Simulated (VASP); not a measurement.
Here is a VASP 6.6.1 calculation.

The input POSCAR:

```
C
1.0
    2.5221000000      0.0000000000      0.0000000000
   -1.2610500000      2.1842026709      0.0000000000
    0.0000000000      0.0000000000      8.2371000000
C
8
Direct
    0.6666666667      0.3333333333      0.8437500000
    0.3333333333      0.6666666667      0.3437500000
    0.6666666667      0.3333333333      0.6562500000
    0.3333333333      0.6666666667      0.1562500000
    0.0000000000      0.0000000000      0.9062500000
    0.0000000000      0.0000000000      0.4062500000
    0.0000000000      0.0000000000      0.5937500000
    0.0000000000      0.0000000000      0.0937500000
```

Contents of INCAR.step1:

```
SYSTEM = C
ALGO = Normal ; EDIFF = 1E-4
ENCUT = 520 ; GGA = PE
ISMEAR = -1 ; LASPH = .TRUE.
LCHARG = .FALSE. ; LREAL = .FALSE.
LWAVE = .TRUE. ; NBANDS = 26
NELM = 80 ; PREC = Accurate
SIGMA = 0.05
```

The input INCAR.step2:

```
SYSTEM = C
ALGO = Normal ; EDIFF = 1E-6
ENCUT = 520 ; ISIF = 2
ISMEAR = -1 ; ISTART = 1
IVDW = 12 ; LASPH = .TRUE.
LCHARG = .FALSE. ; LMIXTAU = .TRUE.
LREAL = .FALSE. ; LWAVE = .FALSE.
METAGGA = R2SCAN ; NBANDS = 26
NELM = 80 ; PREC = Accurate
SIGMA = 0.05 ; VDW_A1 = 0.49484001
VDW_A2 = 5.73083694 ; VDW_S6 = 1.0
VDW_S8 = 0.78981345
```

Contents of KPOINTS:

```
k-points
0
G
  12 12 4
  0 0 0
```

Potentials or basis: VASP PAW PBE potentials, release 64 (C).

Launch:

```sh
$ cat potpaw_PBE.64/C/POTCAR > POTCAR
$ cp INCAR.step1 INCAR
$ mpirun -np 1 vasp_std > vasp.out
$ cp INCAR.step2 INCAR
$ mpirun -np 1 vasp_std > vasp.out
```

Predict the band gap on the k mesh.

4.62 eV, indirect (least direct gap 5.41 eV).

What does it give for the largest force?

0.361 eV/Å.

Stress tensor (GPa, compression positive):
```
-7.78  0.00  0.00
 0.00 -7.78  0.00
 0.00  0.00  5.35
```

Caveat: the PAW data sets were made with another functional, which shifts forces and pressure a little. A k mesh can miss the band edges.
